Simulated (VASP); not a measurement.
# PtS2 in VASP: single point with PBE+D3(BJ)

Aim: the single point of PtS2 with PBE+D3(BJ).

All numbers are computed with VASP 6.6.1; they aren't measurements. Logs are shortened: lines on timing, memory, paths and dates and some standing lists are left out, and cuts for length are marked.

### Step 1. The cell of the first run

The cell holds a slab with vacuum, 6 atoms: a = 3.542 Å, b = 3.542 Å, c = 22.467 Å, α = 90.00°, β = 90.00°, γ = 120.00°.

### Step 2. Single point, PBE+D3(BJ) (layers slid over each other, then relaxed in part)

INCAR

```
SYSTEM = PtS2
ALGO = Normal
DIPOL = 0.5 0.5 0.379
EDIFF = 1E-6
ENCUT = 520
GGA = PE
IDIPOL = 3
ISIF = 2
ISMEAR = 0
IVDW = 12
LASPH = .TRUE.
LCHARG = .FALSE.
LDIPOL = .TRUE.
LREAL = .FALSE.
LWAVE = .FALSE.
NBANDS = 31
NELM = 100
PREC = Accurate
SIGMA = 0.05
```

KPOINTS

```
k-points
0
G
  9 9 1
  0 0 0
```

POSCAR

```
PtS2
1.0
    3.5415278079      0.0000000000      0.0000000000
   -1.7707639039      3.0670530498      0.0000000000
    0.0000000000      0.0000000000     22.4670615492
S Pt
4 2
Direct
    0.6666666667      0.3333333333      0.2002932155
    0.3333333333      0.6666666667      0.3106183891
    0.3333333333      1.0000000000      0.4480957725
    0.6666666667      0.6666666667      0.5584226664
    0.0000000000      0.0000000000      0.2556499559
    1.0000000000      1.3333333333      0.5030649575
```

Potentials or basis: VASP PAW PBE potentials, release 64 (S, Pt).

Launch:

```bash
$ cat potpaw_PBE.64/S/POTCAR potpaw_PBE.64/Pt/POTCAR > POTCAR
$ mpirun -np 1 vasp_std > vasp.out
```

OUTCAR:

```text
SYSTEM = PtS2
   EDIFF = 1E-6
   ENCUT = 520
   GGA = PE
   ISIF = 2
   ISMEAR = 0
   IVDW = 12
   LASPH = .TRUE.
   LREAL = .FALSE.
   NELM = 100
   PREC = Accurate
 IVDW          = 12

 ion  position               nearest neighbor table
   1  0.667  0.333  0.200-   5 2.39   5 2.39   5 2.39
   2  0.333  0.667  0.311-   5 2.39   5 2.39   5 2.39
   3  0.333  0.000  0.448-   6 2.39   6 2.39   6 2.39
   4  0.667  0.667  0.558-   6 2.39   6 2.39   6 2.39
   5  0.000  0.000  0.256-   2 2.39   2 2.39   2 2.39   1 2.39   1 2.39   1 2.39
   6  0.000  0.333  0.503-   3 2.39   3 2.39   3 2.39   4 2.39   4 2.39   4 2.39

  LATTYP: Found a hexagonal cell.
 ALAT       =     3.5415278079
 C/A-ratio  =     6.3438896340

  Lattice vectors:

 A1 = (   3.5415278079,   0.0000000000,   0.0000000000)
 A2 = (  -1.7707639039,   3.0670530498,   0.0000000000)
 A3 = (   0.0000000000,   0.0000000000,  22.4670615492)

Analysis of symmetry for initial positions (statically):
=====================================================================
 Subroutine PRICEL returns:
 Original cell was already a primitive cell.

 Routine SETGRP: Setting up the symmetry group for a
 hexagonal supercell.

 Subroutine GETGRP returns: Found  2 space group operations
 (whereof  1 operations were pure point group operations)
 out of a pool of 24 trial point group operations.

The static configuration has the point symmetry C_1 .
 The point group associated with its full space group is C_2 .

Analysis of symmetry for dynamics (positions and initial velocities):
=====================================================================
 Subroutine PRICEL returns:
 Original cell was already a primitive cell.

 Routine SETGRP: Setting up the symmetry group for a
 hexagonal supercell.

 Subroutine GETGRP returns: Found  2 space group operations
 (whereof  1 operations were pure point group operations)
 out of a pool of 24 trial point group operations.

The dynamic configuration has the point symmetry C_1 .
 The point group associated with its full space group is C_2 .

 Subroutine INISYM returns: Found  2 space group operations
 (whereof  1 operations are pure point group operations),
 and found     1 'primitive' translations

----------------------------------------------------------------------------------------

                                     Primitive cell

  volume of cell :     244.0384

  direct lattice vectors                    reciprocal lattice vectors
     3.541527808  0.000000000  0.000000000     0.282364012  0.163022938  0.000000000
    -1.770763904  3.067053050  0.000000000     0.000000000  0.326045877  0.000000000
     0.000000000  0.000000000 22.467061549     0.000000000  0.000000000  0.044509603

  length of vectors
     3.541527808  3.541527808 22.467061549     0.326045877  0.326045877  0.044509603

  position of ions in fractional coordinates (direct lattice)
     0.666666667  0.333333333  0.200293215
     0.333333333  0.666666667  0.310618389
     0.333333333  0.000000000  0.448095772
     0.666666667  0.666666667  0.558422666
     0.000000000  0.000000000  0.255649956
     0.000000000  0.333333333  0.503064958

  ion indices of the primitive-cell ions
   primitive index   ion index
                 1           1
                 2           2
                 3           3
                 4           4
                 5           5
                 6           6

----------------------------------------------------------------------------------------

 KPOINTS: k-points

Automatic generation of k-mesh.
 Grid dimensions read from file:
 generate k-points for:    9    9    1

 Generating k-lattice:

  Cartesian coordinates                     Fractional coordinates (reciprocal lattice)
     0.031373779  0.018113660  0.000000000     0.111111111 -0.000000000  0.000000000
     0.000000000  0.036227320  0.000000000     0.000000000  0.111111111  0.000000000
     0.000000000  0.000000000  0.044509603     0.000000000  0.000000000  1.000000000

  Length of vectors
     0.036227320  0.036227320  0.044509603

  Shift w.r.t. Gamma in fractional coordinates (k-lattice)
     0.000000000  0.000000000  0.000000000

 Subroutine IBZKPT returns following result:
 ===========================================

 Found     25 irreducible k-points:

 Following reciprocal coordinates:
            Coordinates               Weight
  0.000000  0.000000  0.000000      1.000000
  0.111111 -0.000000  0.000000      2.000000
  0.000000  0.111111  0.000000      4.000000
  0.222222  0.000000  0.000000      2.000000
  0.000000  0.222222  0.000000      4.000000
  0.333333 -0.000000  0.000000      2.000000
[... 16 lines left out ...]
 -0.222222 -0.444444  0.000000      4.000000
  0.444444  0.333333  0.000000      4.000000
   k-points           NKPTS =     25   k-points in BZ     NKDIM =     25   number of bands    NBANDS=     31
   number of dos      NEDOS =    301   number of ions     NIONS =      6
   total plane-waves  NPLWV = 131712
   dimension x,y,z NGX =    28 NGY =   28 NGZ =  168
   dimension x,y,z NGXF=    56 NGYF=   56 NGZF=  336
   ions per type =               4   2
   NGX,Y,Z   is equivalent  to a cutoff of  13.14, 13.14, 12.43 a.u.
   NGXF,Y,Z  is equivalent  to a cutoff of  26.29, 26.29, 24.86 a.u.
 SYSTEM =  PtS2
   PREC   = accura    normal or accurate (medium, high low for compatibility)
   ISTART =      0    job   : 0-new  1-cont  2-samecut
   ICHARG =      2    charge: 1-file 2-atom 10-const
   ISPIN  =      1    spin polarized calculation?
   LNONCOLLINEAR =      F non collinear calculations
   LSORBIT =      F    spin-orbit coupling
   LASPH  =      T    aspherical Exc in radial PAW
   ENCUT  =  520.0 eV  38.22 Ry    6.18 a.u.   6.58  6.58 41.77*2*pi/ulx,y,z
   NELM   =    100;   NELMIN=  2; NELMDL= -5     # of ELM steps
   EDIFF  = 0.1E-05   stopping-criterion for ELM
   LREAL  =      F    real-space projection
   EDIFFG = 0.1E-04   stopping-criterion for IOM
   NSW    =      0    number of steps for IOM
   IBRION =     -1    ionic relax: 0-MD 1-quasi-New 2-CG
   NFREE  =      0    steps in history (QN), initial steepest desc. (CG)
   ISIF   =      2    stress and relaxation
   ISYM   =      2    0-nonsym 1-usesym 2-fastsym
   POTIM  = 0.5000    time-step for ionic-motion
   TEBEG  =    0.0;   TEEND  =   0.0 temperature during run
   PSTRESS=    0.0 pullay stress
   NELECT =      44.0000    total number of electrons
   NUPDOWN=      -1.0000    fix difference up-down
   EMIN   =  10.00;   EMAX   =-10.00  energy-range for DOS
   EFERMI =   0.00;   METHOD = LEGACY
   ISMEAR =     0;   SIGMA  =   0.05  broadening in eV -4-tet -1-fermi 0-gaus
   EFERMI_NEDOS =   21; number of points for ismear=-14 and -15
   IALGO  =     38    algorithm
   IMIX   =      4    mixing-type and parameters
     AMIX     =   0.40;   BMIX     =  1.00
     AMIX_MAG =   1.60;   BMIX_MAG =  1.00
  volume/ion in A,a.u.               =      40.67       274.48
  Fermi-wavevector in a.u.,A,eV,Ry     =   0.924854  1.747720 11.637800  0.855354
  Thomas-Fermi vector in A             =   2.050645
   LORBIT       =      0    0 simple, 1 ext, 2 COOP (PROOUT), +10 PAW based schemes
   GGA     = PE    functional components
   LHFCALC =     F    Hartree Fock is set to
   AEXX    =    0.0000 exact exchange contribution
   IVDW    =    12    specifies the selected vdW correction
   LEPSILON=     F    determine dielectric tensor
   LRPA    =     F    only Hartree local field effects (RPA)
 non-spin polarized calculation
 Gauss-broadening in eV      SIGMA  =   0.05
  energy-cutoff  :      520.00
  volume of cell :      244.04
 maximum number of plane-waves:      6671
   NGX = 13   NGY = 13   NGZ = 83

 number of electron      44.0000000 magnetization

 dipolmoment           0.000000      0.000000     -0.000020 electrons x Angstroem

 Free energy of the ion-electron system (eV)
  ---------------------------------------------------
  ext. energy  EPLUGINS =         0.00000000
  ---------------------------------------------------
  free energy    TOTEN  =       -30.84337111 eV

  energy without entropy =      -30.84337111  energy(sigma->0) =      -30.84337111

 E-fermi :  -0.1390     XC(G=0):  -5.4160

 val. band max:       -0.3922975173   @ k =   0.1111   0.1111   0.0000
 cond. band min:       0.7999635289   @ k =   0.2222   0.0000   0.0000
 fundamental gap:      1.1922610462
 Fermi energy:        -0.1390416638

 k-point     1 :       0.0000    0.0000    0.0000
  band No.  band energies     occupation
      1     -14.9565      2.00000
      2     -14.8643      2.00000
      3     -12.7994      2.00000
      4     -12.6001      2.00000
      5      -6.4132      2.00000
      6      -6.4068      2.00000
[... 23 lines left out ...]
     30       5.3612      0.00000
     31       5.5651      0.00000

 k-point     2 :       0.1111   -0.0000    0.0000
  band No.  band energies     occupation
      1     -14.8028      2.00000
      2     -14.7093      2.00000
      3     -12.8244      2.00000
      4     -12.6389      2.00000
      5      -6.4513      2.00000
      6      -6.3748      2.00000
[... 23 lines left out ...]
     30       5.9379      0.00000
     31       5.9394      0.00000

 k-point     3 :       0.0000    0.1111    0.0000
  band No.  band energies     occupation
      1     -14.8023      2.00000
      2     -14.7097      2.00000
      3     -12.8229      2.00000
      4     -12.6404      2.00000
      5      -6.4520      2.00000
      6      -6.3782      2.00000
[... 703 lines left out ...]
     30       7.5592      0.00000
     31       7.8544      0.00000

 k-point    24 :       0.4444    0.3333    0.0000
  band No.  band energies     occupation
      1     -13.1786      2.00000
      2     -13.0779      2.00000
      3     -12.9758      2.00000
      4     -12.9261      2.00000
      5      -6.6837      2.00000
      6      -6.6367      2.00000
[... 23 lines left out ...]
     30       7.5766      0.00000
     31       7.9396      0.00000

 [... further k-points ...]

------------------------ aborting loop because EDIFF is reached ----------------------------------------

 vacuum level on the upper side and lower side of the slab       (xc-potential included)        -0.260        -0.259

 Edisp (eV)   -1.95765

 E8    (eV) :    -0.8110

  FORCE on cell =-STRESS in cart. coord.  units (eV):
  Direction    XX          YY          ZZ          XY          YZ          ZX
  --------------------------------------------------------------------------------------
  -------------------------------------------------------------------------------------
  Total      -0.31613    -0.19742    -0.25921    -0.10281     0.35311    -0.20387
  in kB      -2.07551    -1.29610    -1.70176    -0.67498     2.31825    -1.33844
  external pressure =       -1.69 kB  Pullay stress =        0.00 kB

 VOLUME and BASIS-vectors are now :
 -----------------------------------------------------------------------------
  energy-cutoff  :      520.00
  volume of cell :      244.04
      direct lattice vectors                 reciprocal lattice vectors
     3.541527808  0.000000000  0.000000000     0.282364012  0.163022938  0.000000000
    -1.770763904  3.067053050  0.000000000     0.000000000  0.326045877  0.000000000
     0.000000000  0.000000000 22.467061549     0.000000000  0.000000000  0.044509603

 POSITION                                       TOTAL-FORCE (eV/Angst)
 -----------------------------------------------------------------------------------
      1.77076      1.02235      4.50000         0.006732     -0.036412      0.039560
     -0.00000      2.04470      6.97868         0.049846     -0.107758     -0.039986
      1.18051      0.00000     10.06740        -0.068399      0.097047      0.039986
      1.18051      2.04470     12.54612        -0.028168      0.024037     -0.039560
      0.00000      0.00000      5.74370        -0.001422      0.048637     -0.001554
     -0.59025      1.02235     11.30239         0.041410     -0.025550      0.001554
 -----------------------------------------------------------------------------------
    total drift:                               -0.000067     -0.000093     -0.004446

  FREE ENERGIE OF THE ION-ELECTRON SYSTEM (eV)
  ---------------------------------------------------
  free  energy   TOTEN  =       -32.8010163595 eV

  energy  without entropy=      -32.8010163595  energy(sigma->0) =      -32.80101636

 vacuum level on the upper side and lower side of the slab         5.256         5.258
```

Wall time 8.9 min (1 thread of Intel Xeon Platinum 8375C at 2.90GHz (Ice Lake), shared host); peak memory 0.41 GiB.

Results:

```
Free energy                : -32.8010 eV
Largest force              : 0.125 eV/Å
Band gap on the k mesh     : 1.19 eV (least direct gap 1.32 eV)
Dispersion energy per atom : -0.326 eV
```

Forces on the atoms (eV/Å):
```
S    0.007 -0.036  0.040
S    0.050 -0.108 -0.040
S   -0.068  0.097  0.040
S   -0.028  0.024 -0.040
Pt  -0.001  0.049 -0.002
Pt   0.041 -0.026  0.002
```

Caveat: the cell differs from its parent crystal (layers slid over each other, then relaxed in part); spin-orbit coupling is left out, which moves the levels of the heavy elements.
